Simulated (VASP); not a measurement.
A run of VASP 6.6.1 is set up as follows.

Contents of INCAR:

```
SYSTEM = MgO
ALGO = Normal
EDIFF = 1E-7
ENCUT = 520
GGA = PE
ISIF = 2
ISMEAR = 0
LASPH = .TRUE.
LCHARG = .FALSE.
LREAL = .FALSE.
LWAVE = .FALSE.
NBANDS = 16
NELM = 80
PREC = Accurate
SIGMA = 0.05
```

Contents of KPOINTS:

```
k-points
0
G
  9 9 6
  0 0 0
```

POSCAR

```
MgO
1.0
    3.6270000000      0.0000000000      0.0000000000
   -1.8135000000      3.1410741395      0.0000000000
    0.0000000000      0.0000000000      4.1122000000
Mg O
2 2
Direct
    0.6666666667      0.3333333333      0.7500000000
    0.3333333333      0.6666666667      0.2500000000
    0.6666666667      0.3333333333      0.2500000000
    0.3333333333      0.6666666667      0.7500000000
```

Potentials or basis: VASP PAW PBE potentials, release 64 (Mg, O).

The run is started by

```bash
$ cat potpaw_PBE.64/Mg/POTCAR potpaw_PBE.64/O/POTCAR > POTCAR
$ mpirun -np 1 vasp_std > vasp.out
```

Task: What does it give for the pressure?

Result: -2.8 GPa.

Task: Predict the band gap on the k mesh.

Result: 3.21 eV, direct.

Stress tensor (GPa, compression positive):
```
-5.66  0.00  0.00
 0.00 -5.66  0.00
 0.00  0.00  2.86
```
